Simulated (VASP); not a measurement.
# BiMo (P6_3/mmc) in VASP: a series of runs, part 3 of 3

VASP 6.6.1. The steps go on from the part before.

## 5. Single point, PBE (24.02 Å³/atom)

This run uses another cell than the first one, of 24.02 Å³/atom.

Contents of INCAR:

```
  PREC = Accurate
  ENCUT = 520
  EDIFF = 1E-6
  ISMEAR = 0
  SIGMA = 0.05
  LREAL = False
  LASPH = True
  NELM = 80
  ALGO = Fast
  ISIF = 2
  LWAVE = False
  LCHARG = False
  GGA = PE
  NBANDS = 37
```

Contents of KPOINTS:

```
Automatic mesh
0
Gamma
  10 10 6
```

Contents of POSCAR:

```
BiMo
1.0
    4.6393262578      0.0000000000      0.0000000000
   -2.3196631289      4.0177743957      0.0000000000
    0.0000000000      0.0000000000      5.1555258427
Mo Bi
2 2
Direct
    0.0000000000      0.0000000000      0.0000000000
    0.0000000000      0.0000000000      0.5000000000
    0.3333333333      0.6666666667      0.2500000000
    0.6666666667      0.3333333333      0.7500000000
```

Potentials or basis: VASP PAW PBE potentials, release 64 (Mo_sv, Bi_d).

Launch:

```
> cat potpaw_PBE.64/Mo_sv/POTCAR potpaw_PBE.64/Bi_d/POTCAR > POTCAR
> mpirun -np 1 vasp_std > vasp.out
```

OUTCAR:

```text
PREC = Accurate
   ENCUT = 520
   EDIFF = 1E-6
   ISMEAR = 0
   LREAL = False
   LASPH = True
   NELM = 80
   ISIF = 2
   GGA = PE

 ion  position               nearest neighbor table
   1  0.000  0.000  0.000-   2 2.58   2 2.58   4 2.97   3 2.97   4 2.97   3 2.97   4 2.97   3 2.97

   2  0.000  0.000  0.500-   1 2.58   1 2.58   4 2.97   3 2.97   4 2.97   3 2.97   4 2.97   3 2.97

   3  0.333  0.667  0.250-   1 2.97   2 2.97   1 2.97   2 2.97   1 2.97   2 2.97   4 3.72   4 3.72
                             4 3.72   4 3.72   4 3.72   4 3.72
   4  0.667  0.333  0.750-   1 2.97   2 2.97   1 2.97   2 2.97   1 2.97   2 2.97   3 3.72   3 3.72
                             3 3.72   3 3.72   3 3.72   3 3.72

  LATTYP: Found a hexagonal cell.
 ALAT       =     4.6393262578
 C/A-ratio  =     1.1112660667

  Lattice vectors:

 A1 = (   4.6393262578,   0.0000000000,   0.0000000000)
 A2 = (  -2.3196631289,   4.0177743957,   0.0000000000)
 A3 = (   0.0000000000,   0.0000000000,   5.1555258427)

Analysis of symmetry for initial positions (statically):
[... 174 lines left out ...]
  ---------------------------------------------------
  ext. energy  EPLUGINS =         0.00000000
  ---------------------------------------------------
  free energy    TOTEN  =       -27.07711378 eV

  energy without entropy =      -27.07551278  energy(sigma->0) =      -27.07631328

 E-fermi :   8.6105     XC(G=0): -11.1329

 val. band max:        8.5866844372   @ k =   0.2000  -0.0000   0.1667
 cond. band min:       8.6371886305   @ k =   0.3000   0.3000   0.0000
 fundamental gap:      0.0505041932
 Fermi energy:         8.6104559074

 k-point     1 :       0.0000    0.0000    0.0000
  band No.  band energies     occupation
      1     -52.0759      2.00000
      2     -51.8656      2.00000
      3     -26.8615      2.00000
      4     -26.1886      2.00000
      5     -26.1886      2.00000
      6     -25.9979      2.00000
[... 949 lines left out ...]
     36      13.3811      0.00000
     37      14.4941      0.00000

 [... further k-points ...]
[... 5 lines left out ...]
  --------------------------------------------------------------------------------------
  -------------------------------------------------------------------------------------
  Total       -1.1610552     -1.1610552     -1.1834073      0.0000000      0.0000000      0.0000000
  in kB      -19.3575340    -19.3575340    -19.7301959      0.0000000      0.0000000      0.0000000
  external PRESSURE =     -19.4817546 kB  Pullay stress =       0.0000000 kB

 VOLUME and BASIS-vectors are now :
 -----------------------------------------------------------------------------
  energy-cutoff  :      520.00
  volume of cell :       96.10
      direct lattice vectors                 reciprocal lattice vectors
     4.639326258  0.000000000  0.000000000     0.215548540  0.124447007  0.000000000
    -2.319663129  4.017774396  0.000000000     0.000000000  0.248894015  0.000000000
     0.000000000  0.000000000  5.155525843     0.000000000  0.000000000  0.193966635

 POSITION                                       TOTAL-FORCE (eV/Angst)
 -----------------------------------------------------------------------------------
      0.00000      0.00000      0.00000         0.000000      0.000000      0.000000
      0.00000      0.00000      2.57776         0.000000      0.000000      0.000000
     -0.00000      2.67852      1.28888        -0.000000      0.000000     -0.000000
      2.31966      1.33926      3.86664        -0.000000     -0.000000      0.000000
 -----------------------------------------------------------------------------------
    total drift:                               -0.000000      0.000000     -0.000000

  FREE ENERGIE OF THE ION-ELECTRON SYSTEM (eV)
  ---------------------------------------------------
  free  energy   TOTEN  =       -27.0771137772 eV

  energy  without entropy=      -27.0755127824  energy(sigma->0) =      -27.07631328
```

OSZICAR:

```text
N       E                     dE             d eps       ncg     rms          rms(c)
DAV:   1     0.776290830196E+03    0.77629E+03   -0.31125E+04  4224   0.190E+03
DAV:   2     0.455443267398E+02   -0.73075E+03   -0.71535E+03  4200   0.569E+02
DAV:   3    -0.245619444516E+02   -0.70106E+02   -0.67425E+02  4912   0.182E+02
DAV:   4    -0.277306501817E+02   -0.31687E+01   -0.31117E+01  4976   0.381E+01
DAV:   5    -0.278463100806E+02   -0.11566E+00   -0.11557E+00  5499   0.747E+00    0.128E+01
RMM:   6    -0.272031735416E+02    0.64314E+00   -0.20115E+00  4663   0.726E+00    0.410E+00
RMM:   7    -0.270819619326E+02    0.12121E+00   -0.26437E-01  5487   0.375E+00    0.215E+00
RMM:   8    -0.270749948787E+02    0.69671E-02   -0.16764E-01  5291   0.210E+00    0.448E-01
RMM:   9    -0.270763757057E+02   -0.13808E-02   -0.28778E-02  6001   0.129E+00    0.125E-01
RMM:  10    -0.270770253555E+02   -0.64965E-03   -0.76225E-03  6862   0.506E-01    0.852E-02
RMM:  11    -0.270771025795E+02   -0.77224E-04   -0.76463E-04  5891   0.154E-01    0.256E-02
RMM:  12    -0.270771155803E+02   -0.13001E-04   -0.20427E-04  5886   0.815E-02    0.109E-02
RMM:  13    -0.270771140742E+02    0.15061E-05   -0.52851E-05  5832   0.482E-02    0.725E-03
RMM:  14    -0.270771135226E+02    0.55162E-06   -0.17823E-05  5423   0.241E-02    0.150E-03
RMM:  15    -0.270771137772E+02   -0.25466E-06   -0.28793E-06  3777   0.109E-02
   1 F= -.27077114E+02 E0= -.27076313E+02  d E =-.160099E-02
```

stdout:

```text
POSCAR found type information on POSCAR MoBi
 POSCAR found :  2 types and       4 ions
 scaLAPACK will be used
 LDA part: xc-table for (Slater+PW92), standard interpolation
 POSCAR, INCAR and KPOINTS ok, starting setup
 FFT: planning ... GRIDC
 FFT: planning ... GRID_SOFT
 FFT: planning ... GRID
 WAVECAR not read
 entering main loop
WARNING in EDDRMM: call to ZHEGV failed, returncode =   8  4     36
```

Run time: 5.4 min. Hardware: 1 thread of Oxide Virtual Turin-like, shared host; peak memory 0.29 GiB.

Results:

```yaml
Free_energy: -27.0771 eV
Pressure: -1.9 GPa
Band_gap_on_the_k_mesh: zero (bands 29 and 30 overlap by 1.43 eV)
```

Caveat: spin-orbit coupling is left out, which moves the levels of the heavy elements.

## 6. Overview

| level | potentials or basis | cell | further INCAR settings | gap on the mesh (eV) | pressure (GPa) |
| --- | --- | --- | --- | --- | --- |
| PBE | VASP PAW PBE potentials, release 64 (Mo_sv, Bi_d) | a = 4.601, b = 4.601, c = 5.140 Å, angles 90.0, 90.0, 120.0°, 4 atoms | ALGO = Fast; EDIFF = 1e-07; NBANDS = 37 | none | 0.1 |
| PBEsol | VASP PAW PBE potentials, release 64 (Mo_sv, Bi_d) | a = 4.601, b = 4.601, c = 5.140 Å, angles 90.0, 90.0, 120.0°, 4 atoms | ALGO = Fast; EDIFF = 1e-06; NBANDS = 37 | none | -4.4 |
| LDA | VASP PAW LDA potentials, release 64 (Mo_sv, Bi_d) | a = 4.601, b = 4.601, c = 5.140 Å, angles 90.0, 90.0, 120.0°, 4 atoms | ALGO = Fast; EDIFF = 1e-06; NBANDS = 37 | none | -6.6 |
| PBE | VASP PAW PBE potentials, release 64 (Mo_sv, Bi_d) | a = 4.639, b = 4.639, c = 5.156 Å, angles 90.0, 90.0, 120.0°, 4 atoms | ALGO = Fast; EDIFF = 1e-06; NBANDS = 37 | none | -1.9 |

Alike in all rows: task single point; no spin polarisation; k mesh 10 × 10 × 6; cutoff (eV) 520; smearing gaussian 0.05 eV.

Caveats: spin-orbit coupling is left out, which moves the levels of the heavy elements; the cell stands under tension (at least some runs); the PAW data sets were made with another functional, which shifts forces and pressure a little (at least some runs).

Absolute energies hang on the potentials; compare differences alone.

The gap in the log of VASP goes by the Fermi energy; the results here count the filled bands.